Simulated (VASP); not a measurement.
The system is Lu.

```
CELL_PARAMETERS angstrom
3.50482 0.00000 0.00000
-1.75241 3.03526 0.00000
0.00000 0.00000 5.46968
ATOMIC_POSITIONS crystal
Lu 0.33333 0.66667 0.25000
Lu 0.66667 0.33333 0.75000
```

Base run:

* Program: VASP 6.6.1
* Functional: r2SCAN
* Potentials or basis: VASP PAW PBE potentials, release 64 (Lu)
* Cutoff: 520 eV
* k mesh: 10 × 10 × 6
* Occupations: fermi-dirac, width 0.1 eV
* Spin: no spin polarisation

Its results: band gap on the k mesh zero (band 25 reaches 3.52 eV, above the bottom of band 26 at 1.52 eV); pressure 0.3 GPa.

Problem. The run is repeated on the same cell with these changes: k mesh from 10 × 10 × 6 to 2 × 2 × 1. What comes out?

Solution. Band gap on the k mesh zero (band 25 reaches 2.76 eV, above the bottom of band 26 at 1.73 eV); pressure -9.2 GPa.

Caveats: some runs use coarse meshes; the PAW data sets were made with another functional, which shifts forces and pressure a little; spin-orbit coupling is left out, which moves the levels of the heavy elements.
